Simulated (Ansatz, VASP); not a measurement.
**One calculation of Fe, two programs**

File INCAR:

```
SYSTEM = Fe
  PREC = Accurate
  ENCUT = 520
  EDIFF = 1E-6
  ISMEAR = -1
  SIGMA = 0.05
  LREAL = .False.
  LASPH = .True.
  NELM = 150
  ALGO = Normal
  ISIF = 2
  LWAVE = .False.
  LCHARG = .False.
  ISPIN = 2
  MAGMOM = 2.395 -2.395
  LORBIT = 11
  LMAXMIX = 4
  GGA = RP
  NBANDS = 19
```

Contents of KPOINTS:

```
Automatic mesh
0
Gamma
  13 13 13
  0 0 0
```

Contents of POSCAR:

```
Fe
1.0
    0.0000000000      2.3895226819      2.3895226819
    2.3895226819      0.0000000000      2.3895226819
    2.3895226819      2.3895226819      0.0000000000
Fe
2
Direct
    0.0000000000      0.0000000000      0.0000000000
    0.5000000000      0.5000000000      0.5000000000
```

Input for Ansatz:

```yaml
crystal:
  lattice:
    - [0.0, 2.3895226819, 2.3895226819]
    - [2.3895226819, 0.0, 2.3895226819]
    - [2.3895226819, 2.3895226819, 0.0]
  atoms:
    - { symbol: Fe, position: [0.0, 0.0, 0.0], spin: 2.395 }
    - { symbol: Fe, position: [0.5, 0.5, 0.5], spin: -2.395 }
hamiltonian:
  xc: rpbe
  pseudopotentials:
    kind: paw
    azcp:
      Fe: "pseudopotentials/Fe.paw.azcp"
basis:
  ecutwfc: 420
  fft_grid_basis: typed
kpoints:
  mp_grid: { grid: [13, 13, 13], shift: [0, 0, 0] }
magnetization:
  spin_polarized: true
scf:
  occupations: { method: fermi_dirac, width: 0.05 }
  lower_state_search: "off"
output:
  stress: true
```

Alike in both runs: task single point; functional RPBE; k mesh 13 × 13 × 13; occupations fermi-dirac, width 0.05 eV; collinear spin.

```csv
,VASP,Ansatz
version,VASP 6.6.1,Ansatz 0.2.0
potentials or method,"VASP PAW PBE potentials, release 64 (Fe), cutoff 520 eV","plane waves (420 eV) with PAW, scalar-relativistic"
valence electrons in the cell,16,32
```

```tsv
	VASP	Ansatz	Ansatz less VASP
pressure (GPa)	3.4	4.0	+0.62
net moment per atom (μB)	0.00	0.00	0.000
size of the moment on the site where the two differ most (μB)	2.36	2.29	-0.077
```

VASP's potentials were made for PBE, not for RPBE. Site moments also hang on the region over which each program counts them. VASP's potentials hold 16 valence electrons a cell and Ansatz's 32, so a difference there can come from the potentials and not from the codes.
